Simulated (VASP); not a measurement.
Crystal: LiCl.

```
Li Cl
1.0
     0.00000    2.45380    2.45380
     2.45380    0.00000    2.45380
     2.45380    2.45380    0.00000
Li Cl
1 1
Cartesian
  0.0000 0.0000 0.0000
  2.4538 2.4538 2.4538
```

This cell differs from its parent crystal: strain -4.0%.

Base run:

- Program: VASP 6.6.1
- Functional: HSE06
- Potentials or basis: VASP PAW PBE potentials, release 64 (Li_sv, Cl)
- Cutoff: 520 eV
- k mesh: 6 × 6 × 6
- Occupations: gaussian, width 0.01 eV
- Spin: no spin polarisation

Its results: band gap on the k mesh 8.26 eV, indirect (least direct gap 8.61 eV).

Task: The run is repeated on the same cell with these changes: functional from HSE06 to PBE; further incar settings from ALGO = Normal; EDIFF = 1e-06; NBANDS = 12 to ALGO = Normal; EDIFF = 1e-07; NBANDS = 12. What comes out?

Result: Band gap on the k mesh 6.89 eV, indirect (least direct gap 7.18 eV).

A k mesh can miss the band edges.
